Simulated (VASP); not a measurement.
# MgTe in VASP: single point with HSE06

Aim: the single point of MgTe with HSE06.

Everything below comes from runs of VASP 6.6.1. Logs are shortened: lines on timing, memory, paths and dates and some standing lists are left out, and cuts for length are marked.

## Step 1: The cell of the first run

The cell holds a slab with vacuum, 12 atoms: a = 4.553 Å, b = 6.439 Å, c = 24.382 Å, α = 90.00°, β = 90.00°, γ = 90.00°.

## Step 2: Single point, HSE06

POSCAR reads:

```
MgTe
1.0
    3.2194050000     -3.2194050000      0.0000000000
    0.0000000000      0.0000000000      6.4388090000
  -17.2409000000    -17.2409000000      0.0000000000
Mg Te
6 6
Direct
    0.9984530000      0.0202580000      0.6459990000
    0.9985430000      0.9430570000      0.2903110000
    0.9980700000      0.0184410000      0.4564830000
    0.4980170000      0.5182900000      0.5438030000
    0.4989270000      0.4423650000      0.7100010000
    0.4985170000      0.5207670000      0.3542990000
    0.9980500000      0.2661920000      0.5499460000
    0.9989200000      0.2445280000      0.7421250000
    0.9985380000      0.2699500000      0.3628450000
    0.4980900000      0.7663610000      0.4503840000
    0.4984670000      0.7694680000      0.6374780000
    0.4985010000      0.7451480000      0.2582050000
```

INCAR.step1 reads:

```
SYSTEM = MgTe
  PREC = Accurate
  ENCUT = 520
  EDIFF = 1E-5
  ISMEAR = -1
  SIGMA = 0.05
  LREAL = .FALSE.
  LASPH = .TRUE.
  NELM = 120
  ALGO = Normal
  ISIF = 2
  LWAVE = .TRUE.
  LCHARG = .FALSE.
  NBANDS = 36
  GGA = PE
  GGA_COMPAT = .FALSE.
  NELMDL = -8
  KPAR = 4
```

INCAR.step2 reads:

```
SYSTEM = MgTe
  PREC = Accurate
  ENCUT = 520
  EDIFF = 1E-6
  ISMEAR = -1
  SIGMA = 0.05
  LREAL = .FALSE.
  LASPH = .TRUE.
  NELM = 120
  ALGO = Normal
  ISIF = 2
  LWAVE = .FALSE.
  LCHARG = .FALSE.
  GGA = PE
  LHFCALC = .TRUE.
  HFSCREEN = 0.2079
  PRECFOCK = Fast
  NBANDS = 36
  ISTART = 1
  GGA_COMPAT = .FALSE.
  KPAR = 4
```

KPOINTS reads:

```
Automatic mesh
0
G
  4 3 1
  0 0 0
```

Potentials or basis: VASP PAW PBE potentials, release 64 (Mg, Te).

Command:

```console
cat potpaw_PBE.64/Mg/POTCAR potpaw_PBE.64/Te/POTCAR > POTCAR
cp INCAR.step1 INCAR
mpirun -np 4 vasp_std > vasp.out
cp INCAR.step2 INCAR
mpirun -np 4 vasp_std > vasp.out
```

OUTCAR:

```text
SYSTEM = MgTe
   PREC = Accurate
   ENCUT = 520
   EDIFF = 1E-6
   ISMEAR = -1
   LREAL = .FALSE.
   LASPH = .TRUE.
   NELM = 120
   ISIF = 2
   GGA = PE
   LHFCALC = .TRUE.
   HFSCREEN = 0.2079
   PRECFOCK = Fast
   ISTART = 1

 ion  position               nearest neighbor table
   1  0.998  0.020  0.646-   8 2.75  11 2.80  11 2.80   7 2.83
   2  0.999  0.943  0.290-  12 2.72  12 2.72   9 2.75
   3  0.998  0.018  0.456-   7 2.78   9 2.80  10 2.80  10 2.80
   4  0.498  0.518  0.544-  10 2.78  11 2.80   7 2.80   7 2.80
   5  0.499  0.442  0.710-   8 2.72   8 2.72  11 2.75
   6  0.499  0.521  0.354-  12 2.75   9 2.80   9 2.80  10 2.83
   7  0.998  0.266  0.550-   3 2.78   4 2.80   4 2.80   1 2.83
   8  0.999  0.245  0.742-   5 2.72   5 2.72   1 2.75
   9  0.999  0.270  0.363-   2 2.75   6 2.80   6 2.80   3 2.80
  10  0.498  0.766  0.450-   4 2.78   3 2.80   3 2.80   6 2.83
  11  0.498  0.769  0.637-   5 2.75   4 2.80   1 2.80   1 2.80
  12  0.499  0.745  0.258-   2 2.72   2 2.72   6 2.75

  LATTYP: Found a simple orthorhombic cell.
 ALAT       =     4.5529262138
 B/A-ratio  =     1.4142133427
 C/A-ratio  =     5.3553063377

  Lattice vectors:

 A1 = (   3.2194050000,  -3.2194050000,   0.0000000000)
 A2 = (   0.0000000000,   0.0000000000,   6.4388090000)
 A3 = ( -17.2409000000, -17.2409000000,   0.0000000000)

Analysis of symmetry for initial positions (statically):
=====================================================================
 Subroutine PRICEL returns:
 Original cell was already a primitive cell.

 Routine SETGRP: Setting up the symmetry group for a
 simple orthorhombic supercell.

 Subroutine GETGRP returns: Found  1 space group operations
 (whereof  1 operations were pure point group operations)
 out of a pool of  8 trial point group operations.

The static configuration has the point symmetry C_1 .

Analysis of symmetry for dynamics (positions and initial velocities):
=====================================================================
 Subroutine PRICEL returns:
 Original cell was already a primitive cell.

 Routine SETGRP: Setting up the symmetry group for a
 simple orthorhombic supercell.

 Subroutine GETGRP returns: Found  1 space group operations
 (whereof  1 operations were pure point group operations)
 out of a pool of  8 trial point group operations.

The dynamic configuration has the point symmetry C_1 .

 Subroutine INISYM returns: Found  1 space group operations
 (whereof  1 operations are pure point group operations),
 and found     1 'primitive' translations

----------------------------------------------------------------------------------------

                                     Primitive cell

  volume of cell :     714.7778

  direct lattice vectors                    reciprocal lattice vectors
     3.219405000 -3.219405000  0.000000000     0.155308201 -0.155308201  0.000000000
     0.000000000  0.000000000  6.438809000     0.000000000  0.000000000  0.155308225
   -17.240900000-17.240900000  0.000000000    -0.029000806 -0.029000806  0.000000000

  length of vectors
     4.552926214  6.438809000 24.382314608     0.219638965  0.155308225  0.041013333

  position of ions in fractional coordinates (direct lattice)
     0.998453000  0.020258000  0.645999000
     0.998543000  0.943057000  0.290311000
     0.998070000  0.018441000  0.456483000
     0.498017000  0.518290000  0.543803000
     0.498927000  0.442365000  0.710001000
     0.498517000  0.520767000  0.354299000
     0.998050000  0.266192000  0.549946000
     0.998920000  0.244528000  0.742125000
     0.998538000  0.269950000  0.362845000
     0.498090000  0.766361000  0.450384000
     0.498467000  0.769468000  0.637478000
     0.498501000  0.745148000  0.258205000

  ion indices of the primitive-cell ions
   primitive index   ion index
                 1           1
                 2           2
                 3           3
                 4           4
                 5           5
                 6           6
                 7           7
                 8           8
                 9           9
                10          10
                11          11
                12          12

----------------------------------------------------------------------------------------

 KPOINTS: Automatic mesh

Automatic generation of k-mesh.
 Grid dimensions read from file:
 generate k-points for:    4    3    1

 Generating k-lattice:

  Cartesian coordinates                     Fractional coordinates (reciprocal lattice)
     0.038827050 -0.038827050  0.000000000     0.250000000  0.000000000  0.000000000
     0.000000000  0.000000000  0.051769408     0.000000000  0.333333333  0.000000000
    -0.029000806 -0.029000806  0.000000000     0.000000000  0.000000000  1.000000000

  Length of vectors
     0.054909741  0.051769408  0.041013333

  Shift w.r.t. Gamma in fractional coordinates (k-lattice)
     0.000000000  0.000000000  0.000000000

 Subroutine IBZKPT returns following result:
 ===========================================

 Found      7 irreducible k-points:

 Following reciprocal coordinates:
            Coordinates               Weight
  0.000000  0.000000  0.000000      1.000000
  0.250000  0.000000  0.000000      2.000000
  0.500000  0.000000  0.000000      1.000000
  0.000000  0.333333  0.000000      2.000000
  0.250000  0.333333  0.000000      2.000000
  0.250000 -0.333333  0.000000      2.000000
  0.500000  0.333333  0.000000      2.000000
   k-points           NKPTS =      7   k-points in BZ     NKDIM =     12   number of bands    NBANDS=     36
   number of dos      NEDOS =    301   number of ions     NIONS =     12
   total plane-waves  NPLWV = 331776
   dimension x,y,z NGX =    36 NGY =   48 NGZ =  192
   dimension x,y,z NGXF=    72 NGYF=   96 NGZF=  384
   ions per type =               6   6
   NGX,Y,Z   is equivalent  to a cutoff of  13.15, 12.39, 13.09 a.u.
   NGXF,Y,Z  is equivalent  to a cutoff of  26.29, 24.79, 26.18 a.u.
 SYSTEM =  MgTe
   PREC   = accura    normal or accurate (medium, high low for compatibility)
   ISTART =      1    job   : 0-new  1-cont  2-samecut
   ICHARG =      0    charge: 1-file 2-atom 10-const
   ISPIN  =      1    spin polarized calculation?
   LNONCOLLINEAR =      F non collinear calculations
   LSORBIT =      F    spin-orbit coupling
   LASPH  =      T    aspherical Exc in radial PAW
   ENCUT  =  520.0 eV  38.22 Ry    6.18 a.u.   8.47 11.97 45.33*2*pi/ulx,y,z
   NELM   =    120;   NELMIN=  2; NELMDL=  0     # of ELM steps
   EDIFF  = 0.1E-05   stopping-criterion for ELM
   LREAL  =      F    real-space projection
   EDIFFG = 0.1E-04   stopping-criterion for IOM
   NSW    =      0    number of steps for IOM
   IBRION =     -1    ionic relax: 0-MD 1-quasi-New 2-CG
   NFREE  =      0    steps in history (QN), initial steepest desc. (CG)
   ISIF   =      2    stress and relaxation
   ISYM   =      3    0-nonsym 1-usesym 2-fastsym
   POTIM  = 0.5000    time-step for ionic-motion
   TEBEG  =    0.0;   TEEND  =   0.0 temperature during run
   PSTRESS=    0.0 pullay stress
   NELECT =      48.0000    total number of electrons
   NUPDOWN=      -1.0000    fix difference up-down
   EMIN   =  10.00;   EMAX   =-10.00  energy-range for DOS
   EFERMI =   0.00;   METHOD = LEGACY
   ISMEAR =    -1;   SIGMA  =   0.05  broadening in eV -4-tet -1-fermi 0-gaus
   EFERMI_NEDOS =   21; number of points for ismear=-14 and -15
   IALGO  =     38    algorithm
   IMIX   =      1    mixing-type and parameters
     AMIX     =   0.40;   BMIX     =  1.00
     AMIX_MAG =   1.60;   BMIX_MAG =  1.00
  volume/ion in A,a.u.               =      59.56       401.96
  Fermi-wavevector in a.u.,A,eV,Ry     =   0.665424  1.257468  6.024505  0.442789
  Thomas-Fermi vector in A             =   1.739414
   LORBIT       =      0    0 simple, 1 ext, 2 COOP (PROOUT), +10 PAW based schemes
   GGA     = PE    functional components
   LHFCALC =     T    Hartree Fock is set to
   PRECFOCK=fast      Normal, Fast or Accurate (Low or Medium for compatibility)
   ENCUT4O =  -1.0   cutoff for four orbital integrals eV
   NKREDX  =     1    reduce k-point grid by
   NKREDY  =     1    reduce k-point grid by
   NKREDZ  =     1    reduce k-point grid by
   AEXX    =    0.2500 exact exchange contribution
   HFSCREEN=    0.2079 screening length (either q_TF or 0.3 A-1)
   HFSCREENC=   0.2079 screening length for correlation (either q_TF or 0.3 A-1)
   ENCUTFOCK=  -1.0 apply spherical cutoff to Coloumb kernel
   IVDW    =     0    specifies the selected vdW correction
   LEPSILON=     F    determine dielectric tensor
   LRPA    =     F    only Hartree local field effects (RPA)
 non-spin polarized calculation
  energy-cutoff  :      520.00
  volume of cell :      714.78
 maximum number of plane-waves:     19260
 NGX is ok and might be reduce to    36
  NGX = 18; NGY = 28; NGZ = 98

 number of electron      48.0000000 magnetization

 Free energy of the ion-electron system (eV)
  ---------------------------------------------------
  ext. energy  EPLUGINS =         0.00000000
  ---------------------------------------------------
  free energy    TOTEN  =       -44.04905493 eV

  energy without entropy =      -44.04905493  energy(sigma->0) =      -44.04905493

 E-fermi :  -0.9018     XC(G=0):  -4.1336

 val. band max:       -2.0290851914   @ k =   0.0000   0.0000   0.0000
 cond. band min:       1.2698667536   @ k =   0.0000   0.0000   0.0000
 fundamental gap:      3.2989519450
 Fermi energy:        -0.9018054967

 k-point     1 :       0.0000    0.0000    0.0000
  band No.  band energies     occupation
      1     -13.1004      2.00000
      2     -12.8563      2.00000
      3     -12.4756      2.00000
      4     -12.2972      2.00000
      5     -12.0601      2.00000
      6     -12.0539      2.00000
[... 28 lines left out ...]
     35       4.1498      0.00000
     36       4.4136      0.00000
[... 203 lines left out ...]
      6     -11.8608      2.00000
[... 28 lines left out ...]
     35       4.3451      0.00000
     36       4.3460      0.00000

------------------------ aborting loop because EDIFF is reached ----------------------------------------

  FORCE on cell =-STRESS in cart. coord.  units (eV):
  Direction    XX          YY          ZZ          XY          YZ          ZX
  --------------------------------------------------------------------------------------
  -------------------------------------------------------------------------------------
  Total       -0.0344124     -0.0426013     -0.2046980      0.2172095     -0.0117474     -0.0117119
  in kB       -0.0771356     -0.0954910     -0.4588313      0.4868760     -0.0263318     -0.0262524
  external PRESSURE =      -0.2104860 kB  Pullay stress =       0.0000000 kB

 VOLUME and BASIS-vectors are now :
 -----------------------------------------------------------------------------
  energy-cutoff  :      520.00
  volume of cell :      714.78
      direct lattice vectors                 reciprocal lattice vectors
     3.219405000 -3.219405000  0.000000000     0.155308201 -0.155308201  0.000000000
     0.000000000  0.000000000  6.438809000     0.000000000  0.000000000  0.155308225
   -17.240900000-17.240900000  0.000000000    -0.029000806 -0.029000806  0.000000000

 POSITION                                       TOTAL-FORCE (eV/Angst)
 -----------------------------------------------------------------------------------
     -7.92318    -14.35203      0.13044         0.002766      0.001774     -0.033948
     -1.79051     -8.21994      6.07216         0.034066      0.035520      0.012369
     -4.65699    -11.08337      0.11874        -0.004147     -0.004834      0.004252
     -7.77233    -10.97897      3.33717         0.005122      0.003919      0.003493
    -10.63481    -13.84730      2.84830        -0.033955     -0.033323      0.015382
     -4.50351     -7.71336      3.35312        -0.002484     -0.002726     -0.035351
     -6.26844    -12.69469      1.71396         0.007360      0.006929      0.005010
     -9.57897    -16.01083      1.57447         0.027395      0.029006      0.037154
     -3.04108     -9.47047      1.73816         0.021731      0.023631     -0.024957
     -6.16147     -9.36858      4.93445        -0.006979     -0.007605      0.004829
     -9.38593    -12.59546      4.95446        -0.024375     -0.024219     -0.025599
     -2.84681     -6.05656      4.79787        -0.026501     -0.028072      0.037365
 -----------------------------------------------------------------------------------
    total drift:                                0.000142     -0.000073      0.001605

  FREE ENERGIE OF THE ION-ELECTRON SYSTEM (eV)
  ---------------------------------------------------
  free  energy   TOTEN  =       -44.0490549316 eV

  energy  without entropy=      -44.0490549315  energy(sigma->0) =      -44.04905493
```

Wall time 31 min (4 MPI ranks of Intel Xeon Platinum 8488C (Sapphire Rapids), shared host); peak memory 0.95 GiB.

Results:

| Item | Value |
| --- | --- |
| Free energy | -44.0491 eV |
| Largest force | 0.055 eV/Å |
| Band gap on the k mesh | 3.30 eV |

Forces on the atoms (eV/Å):
```
Mg   0.003  0.002 -0.034
Mg   0.034  0.036  0.012
Mg  -0.004 -0.005  0.004
Mg   0.005  0.004  0.003
Mg  -0.034 -0.033  0.015
Mg  -0.002 -0.003 -0.035
Te   0.007  0.007  0.005
Te   0.027  0.029  0.037
Te   0.022  0.024 -0.025
Te  -0.007 -0.008  0.005
Te  -0.024 -0.024 -0.026
Te  -0.027 -0.028  0.037
```

Caveat: there is no dipole correction, which matters where the two faces differ; the PAW data sets were made with another functional, which shifts forces and pressure a little; spin-orbit coupling is left out, which moves the levels of the heavy elements.
